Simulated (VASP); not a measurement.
Here is a VASP 6.6.1 calculation.

Contents of INCAR:

```
PREC     = Accurate       # precision mode
ENCUT    = 520            # plane-wave cutoff, eV
EDIFF    = 1E-7           # SCF threshold, eV
ISMEAR   = -1             # smearing method
SIGMA    = 0.08           # smearing width, eV
LREAL    = F              # projectors in reciprocal space
LASPH    = T              # aspherical terms in the spheres
NELM     = 100            # most SCF steps
ALGO     = Normal         # electronic algorithm
ISIF     = 2              # what is computed and relaxed
LWAVE    = F              # write WAVECAR
LCHARG   = F              # write CHGCAR
GGA      = PS             # functional
NBANDS   = 13             # bands
```

File KPOINTS:

```
regular mesh
0
Gamma
  24 24 24
```

POSCAR

```
W
1.0
   -1.5661704325      1.5661704325      1.5661704325
    1.5661704325     -1.5661704325      1.5661704325
    1.5661704325      1.5661704325     -1.5661704325
W
1
Direct
    0.0000000000      0.0000000000      0.0000000000
```

Potentials or basis: VASP PAW PBE potentials, release 64 (W_sv).

Run with:

```console
$ cat potpaw_PBE.64/W_sv/POTCAR > POTCAR
$ mpirun -np 1 vasp_std > vasp.out
```

(1) Predict the band gap on the k mesh.

(2) What does it give for the pressure?

## Answers

(1) zero (band 7 reaches 17.14 eV, above the bottom of band 8 at 10.44 eV).

(2) 7.8 GPa.

Caveat: the PAW data sets were made with another functional, which shifts forces and pressure a little; spin-orbit coupling is left out, which moves the levels of the heavy elements.
